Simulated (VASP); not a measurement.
Set up this calculation in VASP 6.6.1, as the native input.

- Task: single point
- Functional: PBE
- Potentials or basis: VASP PAW PBE potentials, release 64 (Cu, O)
- Cutoff: 520 eV
- k mesh: 9 × 9 × 5
- Occupations: fermi-dirac, width 0.05 eV
- Spin: no spin polarisation
- Dipole correction: no
- Further INCAR settings: ALGO = Normal; EDIFF = 1e-07; NBANDS = 25

The structure of CuO lies in POSCAR:

```
CuO
1.0
    2.8405840181      0.0000000000      0.0000000000
    0.0385446830      2.8403655272      0.0000000000
    0.0172589332      0.0170118330      5.1063800938
Cu O
2 2
Direct
    0.0000000000      0.5000000000      0.0000000000
    0.5000000000      0.0000000000      0.5000000000
    0.9984239700      0.0016717800      0.7498871000
    0.0015760300      0.9983282200      0.2501129000
```

This cell differs from its parent crystal: volume scaled by 0.96.

The input as run:

INCAR

```
SYSTEM = CuO
PREC = Accurate ; ENCUT = 520
EDIFF = 1E-7 ; ISMEAR = -1
SIGMA = 0.05 ; LREAL = .False.
LASPH = .True. ; NELM = 100
ALGO = Normal ; ISIF = 2
LWAVE = .False. ; LCHARG = .False.
GGA = PE ; NBANDS = 25
```

KPOINTS

```
regular mesh
0
Gamma
  9 9 5
  0 0 0
```

Potentials or basis: VASP PAW PBE potentials, release 64 (Cu, O).

Command:

```console
$ cat potpaw_PBE.64/Cu/POTCAR potpaw_PBE.64/O/POTCAR > POTCAR
$ mpirun -np 1 vasp_std > vasp.out
```

Results of the run:

* Pressure: 14.7 GPa
* Largest force: 0.012 eV/Å
* Band gap on the k mesh: zero (band 17 reaches 6.50 eV, above the bottom of band 18 at 5.53 eV)

Caveat: semilocal functionals often make such compounds metallic where correlation or magnetic order opens a gap, which also shifts bond lengths.

Wall time 77 s on 1 thread of Intel(R) Xeon(R) 6975P-C (Granite Rapids) (shared host), peak memory 0.29 GiB.
